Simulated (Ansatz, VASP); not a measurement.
# One calculation of BeS, two programs

INCAR

```
ALGO = Normal
EDIFF = 1E-6
ENCUT = 520
GGA = PE
ISIF = 2
ISMEAR = -1
LASPH = True
LCHARG = False
LREAL = False
LWAVE = False
NBANDS = 11
NELM = 100
PREC = Accurate
SIGMA = 0.02
```

File KPOINTS:

```
k-points
0
Gamma
  10 10 10
```

Contents of POSCAR:

```
BeS
1.0
    0.0000000000      2.4131277662      2.4343062304
    2.4131277662      0.0000000000      2.4343062304
    2.4131277662      2.4131277662      0.0000000000
Be S
1 1
Direct
    0.0000000000      0.0000000000      0.0000000000
    0.2500000000      0.2500000000      0.2500000000
```

Input for Ansatz:

```yaml
crystal:
  lattice:
    - [0.0, 2.4131277662, 2.4343062304]
    - [2.4131277662, 0.0, 2.4343062304]
    - [2.4131277662, 2.4131277662, 0.0]
  atoms:
    - { symbol: Be, position: [0.0, 0.0, 0.0] }
    - { symbol: S, position: [0.25, 0.25, 0.25] }
kpoints:
  mp_grid: { grid: [10, 10, 10] }
  band_path:
    path:
      - [0.0, 0.0, 0.0]
      - [-0.5, -0.5, 0.0]
      - [-0.375, -0.375, 0.25]
      - [-0.375, 0.0, 0.375]
      - [0.0, 0.0, 0.5]
      - [-0.5, -0.25, 0.25]
      - [-0.0375, 0.0, 0.0375]
    npoints: 1
hamiltonian:
  xc: pbe
scf:
  occupations: { method: fermi_dirac, width: 0.02 }
  n_extra_bands: 4
output:
  forces: true
  stress: true
  eigenvalues: true
```

Change from the starting cell: biaxial_xy strain -0.9%.

Alike in both runs: task single point; functional PBE; k mesh 10 × 10 × 10; occupations fermi-dirac, width 0.02 eV; no spin polarisation.

```csv
,VASP,Ansatz
version,VASP 6.6.1,Ansatz 0.2.0
potentials or method,"VASP PAW PBE potentials, release 64 (Be, S)","plane waves, PAW"
plane-wave cutoff (eV),520,420
valence electrons in the cell,8,8
```

VASP gave:

| Quantity | Value |
| --- | --- |
| gap on the k mesh at the Fermi level (eV) | 3.06 |
| pressure (GPa) | 2.2 |
| traceless stress, the component that is largest in VASP (GPa) | -0.58 |

Estimate Ansatz's values.

gap on the k mesh at the Fermi level (eV): 3.06; pressure (GPa): 2.1; traceless stress, the component that is largest in VASP (GPa): -0.58.

With one functional, cell and mesh, what is left measures potentials, basis and numerics.
